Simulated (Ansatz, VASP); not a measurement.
**One calculation of Sc, two programs**

The input INCAR:

```
SYSTEM = Sc
PREC     = Accurate       ! precision mode
ENCUT    = 520            ! plane-wave cutoff, eV
EDIFF    = 1E-6           ! SCF threshold, eV
ISMEAR   = -1             ! smearing method
SIGMA    = 0.03           ! smearing width, eV
LREAL    = .FALSE.        ! projectors in reciprocal space
LASPH    = .TRUE.         ! aspherical terms in the spheres
NELM     = 100            ! most SCF steps
ALGO     = Normal         ! electronic algorithm
ISIF     = 2              ! what is computed and relaxed
LWAVE    = .FALSE.        ! write WAVECAR
LCHARG   = .FALSE.        ! write CHGCAR
GGA      = PE             ! functional
NBANDS   = 18             ! bands
```

Contents of KPOINTS:

```
Automatic mesh
0
G
  10 10 10
  0 0 0
```

File POSCAR:

```
Sc
1.0
    0.0000000000      3.2930674802      3.2930674802
    3.2930674802      0.0000000000      3.2930674802
    3.2930674802      3.2930674802      0.0000000000
Sc
2
Direct
    0.0000000000      0.0000000000      0.0000000000
    0.2500000000      0.2500000000      0.2500000000
```

Input for Ansatz:

```yaml
crystal:
  lattice:
    - [0.0, 3.2930674802, 3.2930674802]
    - [3.2930674802, 0.0, 3.2930674802]
    - [3.2930674802, 3.2930674802, 0.0]
  atoms:
    - { symbol: Sc, position: [0.0, 0.0, 0.0] }
    - { symbol: Sc, position: [0.25, 0.25, 0.25] }
kpoints:
  mp_grid: { grid: [10, 10, 10] }
scf:
  occupations: { method: fermi_dirac, width: 0.03 }
hamiltonian:
  xc: pbe
  pseudopotentials: { kind: all_electron, lapw: { basis_error: 0.00025 } }
output:
  forces: true
  stress: true
  eigenvalues: true
```

Change from the starting cell: volume scaled by 1.06.

Alike in both runs: task single point; functional PBE; k mesh 10 × 10 × 10; occupations fermi-dirac, width 0.03 eV; no spin polarisation.

|  | VASP | Ansatz |
| --- | --- | --- |
| version | VASP 6.6.1 | Ansatz 0.2.0 |
| potentials or method | VASP PAW PBE potentials, release 64 (Sc_sv), cutoff 520 eV | all-electron LAPW, scalar-relativistic |

```csv
,VASP,Ansatz,Ansatz less VASP
pressure (GPa),-0.3,-0.3,-0.01
```

Ansatz ran all-electron here, and VASP with PAW potentials.
